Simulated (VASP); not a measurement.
A run of VASP 6.6.1 is set up as follows.

INCAR

```
SYSTEM = Sn5H
PREC = Accurate ; ENCUT = 600
EDIFF = 1E-6 ; ISMEAR = 0
SIGMA = 0.1 ; LREAL = .False.
LASPH = .True. ; NELM = 100
ALGO = Fast ; ISIF = 3
LWAVE = .False. ; LCHARG = .False.
GGA = PE ; IBRION = 2
NSW = 100 ; EDIFFG = -0.01
```

KPOINTS

```
regular mesh
0
Gamma
  8 8 8
  0 0 0
```

POSCAR

```
Sn5H
1.0
    0.0000000000      4.3838339729      4.3838339729
    4.3838339729      0.0000000000      4.3838339729
    4.3838339729      4.3838339729      0.0000000000
Sn H
5 1
Direct
    0.1254319882      0.1254319882      0.6237040355
    0.1254319882      0.6237040355      0.1254319882
    0.7500000000      0.7500000000      0.7500000000
    0.1254319882      0.1254319882      0.1254319882
    0.6237040355      0.1254319882      0.1254319882
    0.5000000000      0.5000000000      0.5000000000
```

Potentials or basis: VASP PAW PBE potentials, release 64 (Sn_d, H).

Launch:

```sh
$ cat potpaw_PBE.64/Sn_d/POTCAR potpaw_PBE.64/H/POTCAR > POTCAR
$ mpirun -np 1 vasp_std > vasp.out
```

(1) Estimate the relaxed volume.

(2) Estimate the band gap on the k mesh.

Answers

(1) 27.74 Å³/atom.

(2) zero (an odd number of electrons rules out a gap without spin polarisation).

Caveat: spin-orbit coupling is left out, which moves the levels of the heavy elements.
